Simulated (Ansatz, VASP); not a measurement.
**One calculation of InSb, two programs**

The input INCAR:

```
ALGO     = Normal         # electronic algorithm
EDIFF    = 1E-6           # SCF threshold, eV
ENCUT    = 500            # plane-wave cutoff, eV
GGA      = PE             # functional
GGA_COMPAT= False        
ISIF     = 2              # what is computed and relaxed
ISMEAR   = 1              # smearing method
LASPH    = True           # aspherical terms in the spheres
LCHARG   = False          # write CHGCAR
LREAL    = False          # projectors in reciprocal space
LWAVE    = False          # write WAVECAR
NBANDS   = 26             # bands
NELM     = 120            # most SCF steps
PREC     = Accurate       # precision mode
SIGMA    = 0.05           # smearing width, eV
```

The input KPOINTS:

```
k-points
0
Gamma
  6 6 4
```

The input POSCAR:

```
InSb
1.0
    5.0295613216      0.0000000000      0.0000000000
   -2.5147806608      4.3557278744      0.0000000000
    0.0000000000      0.0000000000      6.2057926258
In Sb
2 2
Direct
    0.3333333333      0.6666666667      0.2500000000
    0.6666666667      0.3333333333      0.7500000000
    0.6666666667      0.3333333333      0.2500000000
    0.3333333333      0.6666666667      0.7500000000
```

Input for Ansatz:

```yaml
crystal:
  lattice:
    - [5.0295613216, 0.0, 0.0]
    - [-2.5147806608, 4.3557278744, 0.0]
    - [0.0, 0.0, 6.2057926258]
  atoms:
    - { symbol: In, position: [0.3333333333, 0.6666666667, 0.25] }
    - { symbol: In, position: [0.6666666667, 0.3333333333, 0.75] }
    - { symbol: Sb, position: [0.6666666667, 0.3333333333, 0.25] }
    - { symbol: Sb, position: [0.3333333333, 0.6666666667, 0.75] }
kpoints:
  mp_grid: { grid: [6, 6, 4] }
hamiltonian:
  xc: pbe
scf:
  occupations: { method: cold, width: 0.05 }
  n_extra_bands: 5
output:
  forces: true
  stress: true
  eigenvalues: true
```

Alike in both runs: task single point; functional PBE; k mesh 6 × 6 × 4; no spin polarisation.

```csv
,VASP,Ansatz
version,VASP 6.6.1,Ansatz 0.2.0
potentials or method,"VASP PAW PBE potentials, release 64 (In_d, Sb)",plane waves
plane-wave cutoff (eV),500,420
occupations,"methfessel-paxton of order 1, width 0.05 eV","cold, width 0.05 eV"
valence electrons in the cell,36,56
```

Ansatz gave:

| Property | Result |
| --- | --- |
| pressure (GPa) | 1.3 |
| traceless stress, the component that is largest in VASP (GPa) | -0.54 |

Problem. Which values does VASP return?

Solution. Pressure (GPa): 1.3; traceless stress, the component that is largest in VASP (GPa): -0.56.

VASP's potentials hold 36 valence electrons a cell and Ansatz's 56, so a difference there can come from the potentials and not from the codes.

Neither program's run includes spin-orbit coupling.
